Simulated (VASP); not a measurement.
# Sr (Im-3m) in VASP: notebook, part 2 of 2

VASP 6.6.1. Earlier steps stand in the parts before.

### 4 Single point, r2SCAN

This run uses another cell than the first one, of 57.75 Å³/atom, 1.039 times its volume.

Contents of POSCAR:

```
Sr
1.0
   -2.4350000000      2.4350000000      2.4350000000
    2.4350000000     -2.4350000000      2.4350000000
    2.4350000000      2.4350000000     -2.4350000000
Sr
1
Direct
    0.0000000000      0.0000000000      0.0000000000
```

Contents of INCAR.step1:

```
SYSTEM = Sr
PREC     = Accurate       ! precision mode
ENCUT    = 520            ! plane-wave cutoff, eV
ISMEAR   = 0              ! smearing method
SIGMA    = 0.1            ! smearing width, eV
LREAL    = .False.        ! projectors in reciprocal space
LASPH    = .True.         ! aspherical terms in the spheres
NELM     = 100            ! most SCF steps
NBANDS   = 11             ! bands
GGA      = PE             ! functional
ALGO     = Normal         ! electronic algorithm
EDIFF    = 1E-4           ! SCF threshold, eV
LWAVE    = .True.         ! write WAVECAR
LCHARG   = .False.        ! write CHGCAR
```

Contents of INCAR.step2:

```
SYSTEM = Sr
PREC     = Accurate       ! precision mode
ENCUT    = 520            ! plane-wave cutoff, eV
EDIFF    = 1E-6           ! SCF threshold, eV
ISMEAR   = 0              ! smearing method
SIGMA    = 0.1            ! smearing width, eV
LREAL    = .False.        ! projectors in reciprocal space
LASPH    = .True.         ! aspherical terms in the spheres
NELM     = 100            ! most SCF steps
ALGO     = Normal         ! electronic algorithm
ISIF     = 2              ! what is computed and relaxed
LWAVE    = .False.        ! write WAVECAR
LCHARG   = .True.         ! write CHGCAR
METAGGA  = R2SCAN         ! meta-GGA
LMIXTAU  = .True.       
LELF     = .True.         ! ELF
LVHAR    = .True.       
NBANDS   = 11             ! bands
ISTART   = 1
```

Contents of KPOINTS:

```
regular mesh
0
Gamma
  6 6 6
  0 0 0
```

Potentials or basis: VASP PAW PBE potentials, release 64 (Sr_sv).

Started as:

```
$ cat potpaw_PBE.64/Sr_sv/POTCAR > POTCAR
$ cp INCAR.step1 INCAR
$ mpirun -np 1 vasp_std > vasp.out
$ cp INCAR.step2 INCAR
$ mpirun -np 1 vasp_std > vasp.out
```

OUTCAR:

```text
SYSTEM = Sr
   PREC = Accurate
   ENCUT = 520
   EDIFF = 1E-6
   ISMEAR = 0
   LREAL = .False.
   LASPH = .True.
   NELM = 100
   ISIF = 2
   METAGGA = R2SCAN
   ISTART = 1

 ion  position               nearest neighbor table
   1  0.000  0.000  0.000-

  LATTYP: Found a body centered cubic cell.
 ALAT       =     4.8700000000

  Lattice vectors:

 A1 = (  -2.4350000000,   2.4350000000,   2.4350000000)
 A2 = (   2.4350000000,  -2.4350000000,   2.4350000000)
 A3 = (   2.4350000000,   2.4350000000,  -2.4350000000)

Analysis of symmetry for initial positions (statically):
=====================================================================
 Subroutine PRICEL returns:
 Original cell was already a primitive cell.

 Routine SETGRP: Setting up the symmetry group for a
 body centered cubic supercell.

 Subroutine GETGRP returns: Found 48 space group operations
 (whereof 48 operations were pure point group operations)
 out of a pool of 48 trial point group operations.

The static configuration has the point symmetry O_h .

Analysis of symmetry for dynamics (positions and initial velocities):
=====================================================================
 Subroutine PRICEL returns:
 Original cell was already a primitive cell.

 Routine SETGRP: Setting up the symmetry group for a
 body centered cubic supercell.

 Subroutine GETGRP returns: Found 48 space group operations
 (whereof 48 operations were pure point group operations)
 out of a pool of 48 trial point group operations.

The dynamic configuration has the point symmetry O_h .

 Subroutine INISYM returns: Found 48 space group operations
 (whereof 48 operations are pure point group operations),
 and found     1 'primitive' translations

----------------------------------------------------------------------------------------

                                     Primitive cell

  volume of cell :      57.7507

  direct lattice vectors                    reciprocal lattice vectors
    -2.435000000  2.435000000  2.435000000     0.000000000  0.205338809  0.205338809
     2.435000000 -2.435000000  2.435000000     0.205338809  0.000000000  0.205338809
     2.435000000  2.435000000 -2.435000000     0.205338809  0.205338809  0.000000000

  length of vectors
     4.217543716  4.217543716  4.217543716     0.290392929  0.290392929  0.290392929

  position of ions in fractional coordinates (direct lattice)
     0.000000000  0.000000000  0.000000000

  ion indices of the primitive-cell ions
   primitive index   ion index
                 1           1

----------------------------------------------------------------------------------------

 KPOINTS: regular mesh

Automatic generation of k-mesh.
 Grid dimensions read from file:
 generate k-points for:    6    6    6

 Generating k-lattice:

  Cartesian coordinates                     Fractional coordinates (reciprocal lattice)
     0.000000000  0.034223135  0.034223135     0.166666667  0.000000000  0.000000000
     0.034223135  0.000000000  0.034223135     0.000000000  0.166666667  0.000000000
     0.034223135  0.034223135  0.000000000     0.000000000  0.000000000  0.166666667

  Length of vectors
     0.048398821  0.048398821  0.048398821

  Shift w.r.t. Gamma in fractional coordinates (k-lattice)
     0.000000000  0.000000000  0.000000000

 Subroutine IBZKPT returns following result:
 ===========================================

 Found     16 irreducible k-points:

 Following reciprocal coordinates:
            Coordinates               Weight
  0.000000  0.000000  0.000000      1.000000
  0.166667  0.000000  0.000000     12.000000
  0.333333  0.000000  0.000000     12.000000
  0.500000  0.000000  0.000000      6.000000
  0.166667  0.166667  0.000000     24.000000
  0.333333  0.166667  0.000000     48.000000
[... 8 lines left out ...]
  0.500000  0.500000  0.333333     12.000000
  0.500000  0.500000  0.500000      1.000000
   k-points           NKPTS =     16   k-points in BZ     NKDIM =     16   number of bands    NBANDS=     11
   number of dos      NEDOS =    301   number of ions     NIONS =      1
   total plane-waves  NPLWV =  32768
   dimension x,y,z NGX =    32 NGY =   32 NGZ =   32
   dimension x,y,z NGXF=    64 NGYF=   64 NGZF=   64
   ions per type =               1
   NGX,Y,Z   is equivalent  to a cutoff of  12.61, 12.61, 12.61 a.u.
   NGXF,Y,Z  is equivalent  to a cutoff of  25.23, 25.23, 25.23 a.u.
 SYSTEM =  Sr
   PREC   = accura    normal or accurate (medium, high low for compatibility)
   ISTART =      1    job   : 0-new  1-cont  2-samecut
   ICHARG =      0    charge: 1-file 2-atom 10-const
   ISPIN  =      1    spin polarized calculation?
   LNONCOLLINEAR =      F non collinear calculations
   LSORBIT =      F    spin-orbit coupling
   LASPH  =      T    aspherical Exc in radial PAW
   ENCUT  =  520.0 eV  38.22 Ry    6.18 a.u.   7.84  7.84  7.84*2*pi/ulx,y,z
   NELM   =    100;   NELMIN=  2; NELMDL=  0     # of ELM steps
   EDIFF  = 0.1E-05   stopping-criterion for ELM
   LREAL  =      F    real-space projection
   EDIFFG = 0.1E-04   stopping-criterion for IOM
   NSW    =      0    number of steps for IOM
   IBRION =     -1    ionic relax: 0-MD 1-quasi-New 2-CG
   NFREE  =      0    steps in history (QN), initial steepest desc. (CG)
   ISIF   =      2    stress and relaxation
   ISYM   =      2    0-nonsym 1-usesym 2-fastsym
   POTIM  = 0.5000    time-step for ionic-motion
   TEBEG  =    0.0;   TEEND  =   0.0 temperature during run
   PSTRESS=    0.0 pullay stress
   NELECT =      10.0000    total number of electrons
   NUPDOWN=      -1.0000    fix difference up-down
   EMIN   =  10.00;   EMAX   =-10.00  energy-range for DOS
   EFERMI =   0.00;   METHOD = LEGACY
   ISMEAR =     0;   SIGMA  =   0.10  broadening in eV -4-tet -1-fermi 0-gaus
   EFERMI_NEDOS =   21; number of points for ismear=-14 and -15
   IALGO  =     38    algorithm
   IMIX   =      4    mixing-type and parameters
     AMIX     =   0.40;   BMIX     =  1.00
     AMIX_MAG =   1.60;   BMIX_MAG =  1.00
  volume/ion in A,a.u.               =      57.75       389.72
  Fermi-wavevector in a.u.,A,eV,Ry     =   0.912478  1.724334 11.328437  0.832617
  Thomas-Fermi vector in A             =   2.036879
   LORBIT       =      0    0 simple, 1 ext, 2 COOP (PROOUT), +10 PAW based schemes
   METAGGA = R2SCAN    functional components
   LHFCALC =     F    Hartree Fock is set to
   AEXX    =    0.0000 exact exchange contribution
   IVDW    =     0    specifies the selected vdW correction
   LEPSILON=     F    determine dielectric tensor
   LRPA    =     F    only Hartree local field effects (RPA)
 non-spin polarized calculation
 Gauss-broadening in eV      SIGMA  =   0.10
  energy-cutoff  :      520.00
  volume of cell :       57.75
 maximum number of plane-waves:      1568
   NGX = 15   NGY = 15   NGZ = 15

 number of electron      10.0000000 magnetization

 Free energy of the ion-electron system (eV)
  ---------------------------------------------------
  ext. energy  EPLUGINS =         0.00000000
  ---------------------------------------------------
  free energy    TOTEN  =       -15.08523755 eV

  energy without entropy =      -15.07359550  energy(sigma->0) =      -15.07941653

 E-fermi :   1.4735     XC(G=0):  -7.6296

 val. band max:        1.4715327150   @ k =   0.5000   0.5000   0.1667
 cond. band min:       1.5171696757   @ k =   0.5000   0.0000   0.0000
 fundamental gap:      0.0456369607
 Fermi energy:         1.4734734374

 k-point     1 :       0.0000    0.0000    0.0000
  band No.  band energies     occupation
      1     -36.6763      2.00000
      2     -17.9420      2.00000
      3     -17.9420      2.00000
      4     -17.9420      2.00000
      5      -2.3059      2.00000
      6       4.1331      0.00000
      7       4.1331      0.00000
      8       4.1331      0.00000
      9       5.4288      0.00000
     10       5.4288      0.00000
     11       9.8291      0.00000
[... 197 lines left out ...]
 k-point    16 :       0.5000    0.5000    0.5000
  band No.  band energies     occupation
      1     -36.6533      2.00000
      2     -18.0645      2.00000
      3     -18.0645      2.00000
      4     -18.0645      2.00000
      5       1.4134      1.60439
      6       1.4134      1.60439
      7       5.1299      0.00000
      8       5.1299      0.00000
      9       5.1299      0.00000
     10       6.7236      0.00000
     11       6.7236      0.00000

------------------------ aborting loop because EDIFF is reached ----------------------------------------

  FORCE on cell =-STRESS in cart. coord.  units (eV):
  Direction    XX          YY          ZZ          XY          YZ          ZX
  --------------------------------------------------------------------------------------
  -------------------------------------------------------------------------------------
  Total       -0.1356888     -0.1356888     -0.1356888     -0.0000000      0.0000000     -0.0000000
  in kB       -3.7644180     -3.7644180     -3.7644180     -0.0000000      0.0000000     -0.0000000
  external PRESSURE =      -3.7644180 kB  Pullay stress =       0.0000000 kB

 VOLUME and BASIS-vectors are now :
 -----------------------------------------------------------------------------
  energy-cutoff  :      520.00
  volume of cell :       57.75
      direct lattice vectors                 reciprocal lattice vectors
    -2.435000000  2.435000000  2.435000000     0.000000000  0.205338809  0.205338809
     2.435000000 -2.435000000  2.435000000     0.205338809  0.000000000  0.205338809
     2.435000000  2.435000000 -2.435000000     0.205338809  0.205338809  0.000000000

 POSITION                                       TOTAL-FORCE (eV/Angst)
 -----------------------------------------------------------------------------------
      0.00000      0.00000      0.00000         0.000000     -0.000000     -0.000000
 -----------------------------------------------------------------------------------
    total drift:                                0.000000      0.000000     -0.000000

  FREE ENERGIE OF THE ION-ELECTRON SYSTEM (eV)
  ---------------------------------------------------
  free  energy   TOTEN  =       -15.0852375480 eV

  energy  without entropy=      -15.0735955029  energy(sigma->0) =      -15.07941653
```

Run time: 23 s. Hardware: 1 thread of Intel Xeon 6975P-C (Granite Rapids), shared host; peak memory 0.18 GiB.

What came out:

```
Free energy            : -15.0852 eV
Pressure               : -0.4 GPa
Band gap on the k mesh : zero (band 5 reaches 1.65 eV, above the bottom of band 6 at 1.41 eV)
```

Levels at points of the mesh, in eV from the Fermi level:
```csv
k point,band 2,band 3,band 4,band 5,band 6,band 7,band 8,band 9
"(0.00, 0.00, 0.00)",-19.42,-19.42,-19.42,-3.78,2.66,2.66,2.66,3.96
"(0.50, 0.00, 0.00)",-19.59,-19.47,-19.42,-0.94,0.04,1.44,3.80,4.45
"(0.50, 0.50, 0.50)",-19.54,-19.54,-19.54,-0.06,-0.06,3.66,3.66,3.66
```

Caveat: the PAW data sets were made with another functional, which shifts forces and pressure a little.

### 5 Summary

```tsv
task	cell	k mesh	cutoff (eV)	gap on the mesh (eV)	pressure (GPa)
single point	a = 4.165 Å, angles 109.5°, 1 atom	12 × 12 × 12	520	none	0.0
relaxation of cell and atoms	relaxed from a = 4.218 Å, angles 109.5°, 1 atom	12 × 12 × 12	600	none	0.0
single point	a = 4.218 Å, angles 109.5°, 1 atom	6 × 6 × 6	520	none	-0.4
```

Alike in all rows: level r2SCAN; potentials or basis VASP PAW PBE potentials, release 64 (Sr_sv); no spin polarisation; smearing gaussian 0.1 eV.

Caveats: the PAW data sets were made with another functional, which shifts forces and pressure a little.

Absolute energies hang on the potentials; compare differences alone.
